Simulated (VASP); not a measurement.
# ZrS2 (P-3m1) in VASP: notebook

Runs on ZrS2. Level: PBE. Tasks: single point.

Everything below comes from runs of VASP 6.6.1. Logs are shortened: lines on timing, memory, paths and dates and some standing lists are left out, and cuts for length are marked.

**1. The cell of the first run**

It takes space group P-3m1 (No. 164, trigonal). Conventional cell: a = 3.711 Å, b = 3.711 Å, c = 5.828 Å, α = 90.00°, β = 90.00°, γ = 120.00°. Zr (site symmetry -3m) has 6 S at 2.57 Å within 3.4 Å. Within 3.4 Å of S (site symmetry 3m) lie 3 Zr at 2.57 Å.

**2. Single point, PBE (epitaxial xy strain +1.0%)**

Contents of INCAR:

```
PREC = Accurate ; ENCUT = 500
EDIFF = 1E-6 ; ISMEAR = 0
SIGMA = 0.01 ; LREAL = False
LASPH = True ; NELM = 120
ALGO = Normal ; ISIF = 2
LWAVE = False ; LCHARG = True
GGA = PE ; LELF = True
LVHAR = True ; NBANDS = 19
GGA_COMPAT = False
```

Contents of KPOINTS:

```
Automatic mesh
0
Gamma
  6 6 2
```

Contents of POSCAR:

```
ZrS2
1.0
    3.7111430758      0.0000000000      0.0000000000
   -1.8555715379      3.2139441808      0.0000000000
    0.0000000000      0.0000000000      5.8275719928
Zr S
1 2
Direct
    0.0000000000      0.0000000000      0.0000000000
    0.3333333333      0.6666666667      0.2445405605
    0.6666666667      0.3333333333      0.7554594395
```

Potentials or basis: VASP PAW PBE potentials, release 64 (Zr_sv, S).

Started as:

```console
> cat potpaw_PBE.64/Zr_sv/POTCAR potpaw_PBE.64/S/POTCAR > POTCAR
> mpirun -np 1 vasp_std > vasp.out
```

OUTCAR:

```text
PREC = Accurate
   ENCUT = 500
   EDIFF = 1E-6
   ISMEAR = 0
   LREAL = False
   LASPH = True
   NELM = 120
   ISIF = 2
   GGA = PE

 ion  position               nearest neighbor table
   1  0.000  0.000  0.000-   2 2.57   3 2.57   3 2.57   2 2.57   3 2.57   2 2.57
   2  0.333  0.667  0.245-   1 2.57   1 2.57   1 2.57
   3  0.667  0.333  0.755-   1 2.57   1 2.57   1 2.57

  LATTYP: Found a hexagonal cell.
 ALAT       =     3.7111430758
 C/A-ratio  =     1.5702903051

  Lattice vectors:

 A1 = (   3.7111430758,   0.0000000000,   0.0000000000)
 A2 = (  -1.8555715379,   3.2139441808,   0.0000000000)
 A3 = (   0.0000000000,   0.0000000000,   5.8275719928)

Analysis of symmetry for initial positions (statically):
=====================================================================
 Subroutine PRICEL returns:
 Original cell was already a primitive cell.

 Routine SETGRP: Setting up the symmetry group for a
 hexagonal supercell.

 Subroutine GETGRP returns: Found 12 space group operations
 (whereof 12 operations were pure point group operations)
 out of a pool of 24 trial point group operations.

The static configuration has the point symmetry D_3d.

Analysis of symmetry for dynamics (positions and initial velocities):
=====================================================================
 Subroutine PRICEL returns:
 Original cell was already a primitive cell.

 Routine SETGRP: Setting up the symmetry group for a
 hexagonal supercell.

 Subroutine GETGRP returns: Found 12 space group operations
 (whereof 12 operations were pure point group operations)
 out of a pool of 24 trial point group operations.

The dynamic configuration has the point symmetry D_3d.

 Subroutine INISYM returns: Found 12 space group operations
 (whereof 12 operations are pure point group operations),
 and found     1 'primitive' translations

----------------------------------------------------------------------------------------

                                     Primitive cell

  volume of cell :      69.5078

  direct lattice vectors                    reciprocal lattice vectors
     3.711143076  0.000000000  0.000000000     0.269458757  0.155572086  0.000000000
    -1.855571538  3.213944181  0.000000000     0.000000000  0.311144172  0.000000000
     0.000000000  0.000000000  5.827571993     0.000000000  0.000000000  0.171598052

  length of vectors
     3.711143076  3.711143076  5.827571993     0.311144172  0.311144172  0.171598052

  position of ions in fractional coordinates (direct lattice)
     0.000000000  0.000000000  0.000000000
     0.333333333  0.666666667  0.244540560
     0.666666667  0.333333333  0.755459440

  ion indices of the primitive-cell ions
   primitive index   ion index
                 1           1
                 2           2
                 3           3

----------------------------------------------------------------------------------------

 KPOINTS: Automatic mesh

Automatic generation of k-mesh.
 Grid dimensions read from file:
 generate k-points for:    6    6    2

 Generating k-lattice:

  Cartesian coordinates                     Fractional coordinates (reciprocal lattice)
     0.044909793  0.025928681  0.000000000     0.166666667  0.000000000  0.000000000
     0.000000000  0.051857362  0.000000000     0.000000000  0.166666667  0.000000000
     0.000000000  0.000000000  0.085799026     0.000000000  0.000000000  0.500000000

  Length of vectors
     0.051857362  0.051857362  0.085799026

  Shift w.r.t. Gamma in fractional coordinates (k-lattice)
     0.000000000  0.000000000  0.000000000

 Subroutine IBZKPT returns following result:
 ===========================================

 Found     14 irreducible k-points:

 Following reciprocal coordinates:
            Coordinates               Weight
  0.000000  0.000000  0.000000      1.000000
  0.166667  0.000000  0.000000      6.000000
  0.333333  0.000000  0.000000      6.000000
  0.500000  0.000000  0.000000      3.000000
  0.166667  0.166667  0.000000      6.000000
  0.333333  0.166667  0.000000     12.000000
  0.333333  0.333333  0.000000      2.000000
  0.000000  0.000000  0.500000      1.000000
  0.166667  0.000000  0.500000      6.000000
  0.333333  0.000000  0.500000      6.000000
  0.500000  0.000000  0.500000      3.000000
  0.166667  0.166667  0.500000      6.000000
  0.333333  0.166667  0.500000     12.000000
  0.333333  0.333333  0.500000      2.000000
   k-points           NKPTS =     14   k-points in BZ     NKDIM =     14   number of bands    NBANDS=     19
   number of dos      NEDOS =    301   number of ions     NIONS =      3
   total plane-waves  NPLWV =  37632
   dimension x,y,z NGX =    28 NGY =   28 NGZ =   48
   dimension x,y,z NGXF=    56 NGYF=   56 NGZF=   96
   ions per type =               1   2
   NGX,Y,Z   is equivalent  to a cutoff of  12.54, 12.54, 13.69 a.u.
   NGXF,Y,Z  is equivalent  to a cutoff of  25.09, 25.09, 27.39 a.u.
 SYSTEM =  unknown system
   PREC   = accura    normal or accurate (medium, high low for compatibility)
   ISTART =      0    job   : 0-new  1-cont  2-samecut
   ICHARG =      2    charge: 1-file 2-atom 10-const
   ISPIN  =      1    spin polarized calculation?
   LNONCOLLINEAR =      F non collinear calculations
   LSORBIT =      F    spin-orbit coupling
   LASPH  =      T    aspherical Exc in radial PAW
   ENCUT  =  500.0 eV  36.75 Ry    6.06 a.u.   6.77  6.77 10.63*2*pi/ulx,y,z
   NELM   =    120;   NELMIN=  2; NELMDL= -5     # of ELM steps
   EDIFF  = 0.1E-05   stopping-criterion for ELM
   LREAL  =      F    real-space projection
   EDIFFG = 0.1E-04   stopping-criterion for IOM
   NSW    =      0    number of steps for IOM
   IBRION =     -1    ionic relax: 0-MD 1-quasi-New 2-CG
   NFREE  =      0    steps in history (QN), initial steepest desc. (CG)
   ISIF   =      2    stress and relaxation
   ISYM   =      2    0-nonsym 1-usesym 2-fastsym
   POTIM  = 0.5000    time-step for ionic-motion
   TEBEG  =    0.0;   TEEND  =   0.0 temperature during run
   PSTRESS=    0.0 pullay stress
   NELECT =      24.0000    total number of electrons
   NUPDOWN=      -1.0000    fix difference up-down
   EMIN   =  10.00;   EMAX   =-10.00  energy-range for DOS
   EFERMI =   0.00;   METHOD = LEGACY
   ISMEAR =     0;   SIGMA  =   0.01  broadening in eV -4-tet -1-fermi 0-gaus
   EFERMI_NEDOS =   21; number of points for ismear=-14 and -15
   IALGO  =     38    algorithm
   IMIX   =      4    mixing-type and parameters
     AMIX     =   0.40;   BMIX     =  1.00
     AMIX_MAG =   1.60;   BMIX_MAG =  1.00
  volume/ion in A,a.u.               =      23.17       156.35
  Fermi-wavevector in a.u.,A,eV,Ry     =   1.148508  2.170365 17.947045  1.319071
  Thomas-Fermi vector in A             =   2.285183
   LORBIT       =      0    0 simple, 1 ext, 2 COOP (PROOUT), +10 PAW based schemes
   GGA     = PE    functional components
   LHFCALC =     F    Hartree Fock is set to
   AEXX    =    0.0000 exact exchange contribution
   IVDW    =     0    specifies the selected vdW correction
   LEPSILON=     F    determine dielectric tensor
   LRPA    =     F    only Hartree local field effects (RPA)
 non-spin polarized calculation
 Gauss-broadening in eV      SIGMA  =   0.01
  energy-cutoff  :      500.00
  volume of cell :       69.51
 maximum number of plane-waves:      1788
 NGX is ok and might be reduce to    28
   NGX = 13   NGY = 13   NGZ = 21

 number of electron      23.9999998 magnetization

 Free energy of the ion-electron system (eV)
  ---------------------------------------------------
  ext. energy  EPLUGINS =         0.00000000
  ---------------------------------------------------
  free energy    TOTEN  =       -21.39045343 eV

  energy without entropy =      -21.39045343  energy(sigma->0) =      -21.39045343

 E-fermi :   4.6551     XC(G=0):  -9.4890

 val. band max:        4.5506762235   @ k =   0.0000   0.0000   0.0000
 cond. band min:       5.4728359153   @ k =   0.5000   0.0000   0.5000
 fundamental gap:      0.9221596918
 Fermi energy:         4.6551487661

 k-point     1 :       0.0000    0.0000    0.0000
  band No.  band energies     occupation
      1     -44.6126      2.00000
      2     -22.6695      2.00000
      3     -22.5203      2.00000
      4     -22.5203      2.00000
      5      -8.1921      2.00000
      6      -6.6960      2.00000
[... 11 lines left out ...]
     18      10.1859      0.00000
     19      10.2383      0.00000

 k-point     2 :       0.1667    0.0000    0.0000
  band No.  band energies     occupation
      1     -44.6086      2.00000
      2     -22.6570      2.00000
      3     -22.5798      2.00000
      4     -22.5331      2.00000
      5      -7.9286      2.00000
      6      -6.7735      2.00000
[... 11 lines left out ...]
     18      11.2589      0.00000
     19      11.7947      0.00000

 k-point     3 :       0.3333    0.0000    0.0000
  band No.  band energies     occupation
      1     -44.6005      2.00000
      2     -22.6972      2.00000
      3     -22.6308      2.00000
      4     -22.5585      2.00000
      5      -7.3762      2.00000
      6      -6.8907      2.00000
[... 11 lines left out ...]
     18      11.9202      0.00000
     19      12.6893      0.00000

 k-point     4 :       0.5000    0.0000    0.0000
  band No.  band energies     occupation
      1     -44.5964      2.00000
      2     -22.7540      2.00000
      3     -22.6182      2.00000
      4     -22.5712      2.00000
      5      -7.1918      2.00000
      6      -6.8102      2.00000
[... 11 lines left out ...]
     18      11.2019      0.00000
     19      12.4844      0.00000

 k-point     5 :       0.1667    0.1667    0.0000
  band No.  band energies     occupation
      1     -44.6025      2.00000
      2     -22.6562      2.00000
      3     -22.6383      2.00000
      4     -22.5635      2.00000
      5      -7.5041      2.00000
      6      -6.8815      2.00000
[... 11 lines left out ...]
     18      12.7115      0.00000
     19      13.1847      0.00000

 k-point     6 :       0.3333    0.1667    0.0000
  band No.  band energies     occupation
      1     -44.5964      2.00000
      2     -22.7233      2.00000
      3     -22.6193      2.00000
      4     -22.6019      2.00000
      5      -7.1054      2.00000
      6      -6.9003      2.00000
[... 11 lines left out ...]
     18      12.3216      0.00000
     19      12.7820      0.00000

 k-point     7 :       0.3333    0.3333    0.0000
  band No.  band energies     occupation
      1     -44.5944      2.00000
      2     -22.6807      2.00000
      3     -22.6807      2.00000
      4     -22.6126      2.00000
      5      -6.9318      2.00000
      6      -6.9318      2.00000
[... 11 lines left out ...]
     18      12.2730      0.00000
     19      14.0977      0.00000

 k-point     8 :       0.0000    0.0000    0.5000
  band No.  band energies     occupation
      1     -44.6126      2.00000
      2     -22.6701      2.00000
      3     -22.5203      2.00000
      4     -22.5203      2.00000
      5      -7.9259      2.00000
      6      -7.0966      2.00000
[... 11 lines left out ...]
     18      10.7080      0.00000
     19      12.0740      0.00000

 k-point     9 :       0.1667    0.0000    0.5000
  band No.  band energies     occupation
      1     -44.6085      2.00000
      2     -22.6575      2.00000
      3     -22.5797      2.00000
      4     -22.5331      2.00000
      5      -7.6749      2.00000
      6      -7.1104      2.00000
[... 11 lines left out ...]
     18      11.8777      0.00000
     19      12.6274      0.00000

 k-point    10 :       0.3333    0.0000    0.5000
  band No.  band energies     occupation
      1     -44.6005      2.00000
      2     -22.6971      2.00000
      3     -22.6311      2.00000
      4     -22.5585      2.00000
      5      -7.2931      2.00000
      6      -6.9747      2.00000
[... 11 lines left out ...]
     18      11.1808      0.00000
     19      12.1545      0.00000

 k-point    11 :       0.5000    0.0000    0.5000
  band No.  band energies     occupation
      1     -44.5964      2.00000
      2     -22.7539      2.00000
      3     -22.6185      2.00000
      4     -22.5712      2.00000
      5      -7.2828      2.00000
      6      -6.6925      2.00000
[... 11 lines left out ...]
     18      10.7139      0.00000
     19      11.7403      0.00000

 k-point    12 :       0.1667    0.1667    0.5000
  band No.  band energies     occupation
      1     -44.6025      2.00000
      2     -22.6561      2.00000
      3     -22.6387      2.00000
      4     -22.5635      2.00000
      5      -7.2869      2.00000
      6      -7.1209      2.00000
[... 11 lines left out ...]
     18      12.8468      0.00000
     19      12.8484      0.00000

 k-point    13 :       0.3333    0.1667    0.5000
  band No.  band energies     occupation
      1     -44.5964      2.00000
      2     -22.7232      2.00000
      3     -22.6196      2.00000
      4     -22.6019      2.00000
      5      -7.1578      2.00000
      6      -6.8384      2.00000
[... 11 lines left out ...]
     18      11.5551      0.00000
     19      12.4270      0.00000

 k-point    14 :       0.3333    0.3333    0.5000
  band No.  band energies     occupation
      1     -44.5944      2.00000
      2     -22.6806      2.00000
      3     -22.6806      2.00000
      4     -22.6129      2.00000
      5      -6.9346      2.00000
      6      -6.9346      2.00000
[... 11 lines left out ...]
     18      12.6223      0.00000
     19      13.0472      0.00000

------------------------ aborting loop because EDIFF is reached ----------------------------------------

  FORCE on cell =-STRESS in cart. coord.  units (eV):
  Direction    XX          YY          ZZ          XY          YZ          ZX
  --------------------------------------------------------------------------------------
  -------------------------------------------------------------------------------------
  Total       -0.1960999     -0.1960999      0.8321283      0.0000000      0.0000000     -0.0000000
  in kB       -4.5201639     -4.5201639     19.1808224      0.0000000      0.0000000     -0.0000000
  external PRESSURE =       3.3801649 kB  Pullay stress =       0.0000000 kB

 VOLUME and BASIS-vectors are now :
 -----------------------------------------------------------------------------
  energy-cutoff  :      500.00
  volume of cell :       69.51
      direct lattice vectors                 reciprocal lattice vectors
     3.711143076  0.000000000  0.000000000     0.269458757  0.155572086  0.000000000
    -1.855571538  3.213944181  0.000000000     0.000000000  0.311144172  0.000000000
     0.000000000  0.000000000  5.827571993     0.000000000  0.000000000  0.171598052

 POSITION                                       TOTAL-FORCE (eV/Angst)
 -----------------------------------------------------------------------------------
      0.00000      0.00000      0.00000         0.000000      0.000000      0.000000
     -0.00000      2.14263      1.42508         0.000000      0.000000      0.023159
      1.85557      1.07131      4.40249        -0.000000      0.000000     -0.023159
 -----------------------------------------------------------------------------------
    total drift:                                0.000000     -0.000000     -0.000000

  FREE ENERGIE OF THE ION-ELECTRON SYSTEM (eV)
  ---------------------------------------------------
  free  energy   TOTEN  =       -21.3904534276 eV

  energy  without entropy=      -21.3904534276  energy(sigma->0) =      -21.39045343
```

Run time: 54 s. Hardware: 1 thread of AMD EPYC 7R13, shared host; peak memory 0.15 GiB.

Results:

```yaml
Free_energy: -21.3905 eV
Pressure: 0.3 GPa
Largest_force: 0.023 eV/Å
Band_gap_on_the_k_mesh: 0.92 eV, indirect (least direct gap 1.43 eV)
```

Forces in eV/Å, atoms in the order of the input:
```
Zr   0.000  0.000  0.000
S    0.000  0.000  0.023
S    0.000  0.000 -0.023
```

Stress tensor (GPa, compression positive):
```
-0.45  0.00  0.00
 0.00 -0.45  0.00
 0.00  0.00  1.92
```

Levels at points of the mesh, in eV from the valence-band top:
```csv
k point,band 10,band 11,band 12,band 13,band 14,band 15
"(0.00, 0.00, 0.00)",-0.25,-0.25,0.00,1.43,1.43,2.33
"(0.50, 0.00, 0.00)",-2.49,-1.89,-1.40,1.07,3.04,3.26
"(0.00, 0.00, 0.50)",-1.79,-0.39,-0.39,1.39,1.39,2.60
"(0.50, 0.00, 0.50)",-2.27,-1.12,-0.81,0.92,3.03,3.27
```

Caveat: the k points lie up to 0.54 Å⁻¹ apart; the cell differs from its parent crystal (epitaxial xy strain +1.0%); this functional lacks dispersion, which binds the layers, so the pressure and a relaxed spacing across them are unreliable. A k mesh can miss the band edges.

**3. Single point, PBE (epitaxial xy strain +2.0%)**

Contents of INCAR:

```
SYSTEM = ZrS2
ALGO = Normal ; EDIFF = 1E-6
ENCUT = 500 ; GGA = PE
GGA_COMPAT = .FALSE. ; ISIF = 2
ISMEAR = 0 ; LASPH = .TRUE.
LCHARG = .FALSE. ; LREAL = .FALSE.
LWAVE = .FALSE. ; NBANDS = 19
NELM = 120 ; PREC = Accurate
SIGMA = 0.01
```

Contents of KPOINTS:

```
k-points
0
G
  6 6 2
  0 0 0
```

Contents of POSCAR:

```
ZrS2
1.0
    3.7478870667      0.0000000000      0.0000000000
   -1.8739435333      3.2457654103      0.0000000000
    0.0000000000      0.0000000000      5.7982877114
Zr S
1 2
Direct
    0.0000000000      0.0000000000      0.0000000000
    0.3333333333      0.6666666667      0.2427972949
    0.6666666667      0.3333333333      0.7572027051
```

Potentials or basis: VASP PAW PBE potentials, release 64 (Zr_sv, S).

Started as:

```console
> cat potpaw_PBE.64/Zr_sv/POTCAR potpaw_PBE.64/S/POTCAR > POTCAR
> mpirun -np 1 vasp_std > vasp.out
```

Run time: 43 s. Hardware: 1 thread of AMD EPYC 7R13, shared host; peak memory 0.14 GiB.

It converged, with:

* Free energy: -21.3761 eV
* Pressure: -0.6 GPa
* Largest force: 0.016 eV/Å
* Band gap on the k mesh: 0.96 eV, indirect (least direct gap 1.36 eV)

Forces in eV/Å, atoms in the order of the input:
```
Zr   0.000  0.000  0.000
S    0.000  0.000  0.016
S    0.000  0.000 -0.016
```

Stress tensor (GPa, compression positive):
```
-1.88  0.00  0.00
 0.00 -1.88  0.00
 0.00  0.00  1.84
```

Levels at points of the mesh, in eV from the valence-band top:
| k point | band 10 | band 11 | band 12 | band 13 | band 14 | band 15 |
| --- | --- | --- | --- | --- | --- | --- |
| (0.00, 0.00, 0.00) | -0.32 | -0.32 | 0.00 | 1.36 | 1.36 | 2.34 |
| (0.50, 0.00, 0.00) | -2.46 | -1.89 | -1.48 | 1.08 | 2.89 | 3.06 |
| (0.00, 0.00, 0.50) | -1.75 | -0.47 | -0.47 | 1.32 | 1.32 | 2.55 |
| (0.50, 0.00, 0.50) | -2.22 | -1.21 | -0.81 | 0.96 | 2.88 | 3.07 |

Caveat: the k points lie up to 0.54 Å⁻¹ apart; the cell differs from its parent crystal (epitaxial xy strain +2.0%); this functional lacks dispersion, which binds the layers, so the pressure and a relaxed spacing across them are unreliable.

(Continued in part 2 of 2.)
